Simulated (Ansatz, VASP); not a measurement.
# NaCl in VASP and in Ansatz

Contents of INCAR:

```
PREC     = Accurate       # precision mode
ENCUT    = 400            # plane-wave cutoff, eV
EDIFF    = 1E-8           # SCF threshold, eV
ISMEAR   = -1             # smearing method
SIGMA    = 0.02           # smearing width, eV
LREAL    = False          # projectors in reciprocal space
LASPH    = True           # aspherical terms in the spheres
NELM     = 120            # most SCF steps
ALGO     = Normal         # electronic algorithm
ISIF     = 2              # what is computed and relaxed
LWAVE    = False          # write WAVECAR
LCHARG   = False          # write CHGCAR
GGA      = PE             # functional
LEFG     = True         
NBANDS   = 14             # bands
GGA_COMPAT= False
```

Contents of KPOINTS:

```
regular mesh
0
Gamma
  8 8 8
```

POSCAR

```
NaCl
1.0
    2.8408047908      0.0000000000      0.0000000000
    0.0000000000      2.8408047908      0.0000000000
    0.0000000000      0.0000000000      2.8408047908
Na Cl
1 1
Direct
    0.0000000000      0.0000000000      0.0000000000
    0.5000000000      0.5000000000      0.5000000000
```

Input for Ansatz:

```yaml
crystal:
  lattice:
    - [2.8408047908, 0.0, 0.0]
    - [0.0, 2.8408047908, 0.0]
    - [0.0, 0.0, 2.8408047908]
  atoms:
    - { symbol: Na, position: [0.0, 0.0, 0.0] }
    - { symbol: Cl, position: [0.5, 0.5, 0.5] }
kpoints:
  mp_grid: { grid: [8, 8, 8] }
scf:
  occupations: { method: fermi_dirac, width: 0.02 }
hamiltonian:
  xc: pbe
  pseudopotentials: { kind: all_electron, datasets: crystal }
output:
  forces: true
  stress: true
  eigenvalues: true
  efg: { contact_densities: true }
```

Change from the starting cell: volume scaled by 0.98, crystal datasets.

Alike in both runs: task electric field gradients; functional PBE; k mesh 8 × 8 × 8; occupations fermi-dirac, width 0.02 eV; no spin polarisation.

```csv
,VASP,Ansatz
version,VASP 6.6.1,Ansatz 0.2.0
potentials or method,"VASP PAW PBE potentials, release 64 (Na_pv, Cl), cutoff 400 eV","all-electron PAW with datasets made for the crystal, scalar-relativistic"
```

VASP gave:

| Quantity | Value |
| --- | --- |
| gap on the k mesh at the Fermi level (eV) | 4.33 |
| pressure (GPa) | 70.2 |

Which values does Ansatz return?

gap on the k mesh at the Fermi level (eV): 4.29; pressure (GPa): 70.2.

Both programs put the cell under a high pressure, so it lies far from rest at this level. Ansatz ran all-electron here, and VASP with PAW potentials.

Noted on VASP's run: the cell as given lies far from equilibrium.
